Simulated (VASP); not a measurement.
A run of VASP 6.6.1 is set up as follows.

File INCAR:

```
ALGO = Normal
EDIFF = 1E-7
ENCUT = 520
GGA = PE
ISIF = 2
ISMEAR = -1
LASPH = T
LCHARG = F
LREAL = Auto
LWAVE = F
NBANDS = 86
NELM = 60
PREC = Accurate
SIGMA = 0.1
```

The input KPOINTS:

```
k-points
0
Gamma
  1 1 1
```

Contents of POSCAR:

```
Rb16H
1.0
   11.1800000000      0.0000000000      0.0000000000
    0.0000000000     11.1800000000      0.0000000000
    0.0000000000      0.0000000000     11.1800000000
Rb H
16 1
Direct
    0.0217531306     -0.0126565295     -0.0268246869
    0.4583810376     -0.0181663685     -0.0089982111
   -0.0028622540      0.4560107335      0.0501520572
   -0.0302951699      0.0318336315      0.4863237925
    0.3190966011      0.2421645796      0.2224508050
    0.4624597496      0.5472093023     -0.0362164580
    0.5345348837      0.0018157424      0.4528354204
    0.7514132379      0.2389445438      0.1855098390
    0.0209570662      0.4677906977      0.5069320215
    0.1867531306      0.7528175313      0.2519141324
    0.2400894454      0.2161001789      0.7511806798
    0.4638014311      0.5753846154      0.5368246869
    0.7871645796      0.7148032200      0.2426118068
    0.7830590340      0.2606529517      0.8285778175
    0.2374418605      0.7775044723      0.7207781753
    0.7727191413      0.7399463327      0.8050000000
    0.9275223614      0.1755098390     -0.0204919499
```

Potentials or basis: VASP PAW PBE potentials, release 64 (Rb_sv, H).

Command:

```bash
$ cat potpaw_PBE.64/Rb_sv/POTCAR potpaw_PBE.64/H/POTCAR > POTCAR
$ mpirun -np 1 vasp_gam > vasp.out
```

Question: Estimate the band gap on the k mesh.

Answer: Zero (an odd number of electrons rules out a gap without spin polarisation).

Question: What does it give for the pressure?

Answer: 0.4 GPa.

Question: Predict the largest force.

Answer: 0.832 eV/Å.

Forces in eV/Å, atoms in the order of the input:
```
Rb   0.184 -0.420  0.147
Rb   0.204 -0.104 -0.011
Rb   0.281 -0.107 -0.190
Rb   0.020 -0.028  0.012
Rb  -0.170  0.155  0.122
Rb  -0.006 -0.129  0.139
Rb  -0.020 -0.065  0.150
Rb   0.021 -0.122  0.093
Rb  -0.066 -0.007  0.024
Rb   0.236  0.029  0.036
Rb   0.065  0.165 -0.053
Rb   0.221 -0.239 -0.224
Rb  -0.240  0.084  0.064
Rb  -0.297  0.029 -0.502
Rb  -0.190  0.045  0.016
Rb   0.006  0.002 -0.175
H   -0.248  0.712  0.353
```

Caveat: the k points lie up to 0.56 Å⁻¹ apart, too coarse for converged energies and pressures of a metal; the atoms stand as in a frame of molecular dynamics.
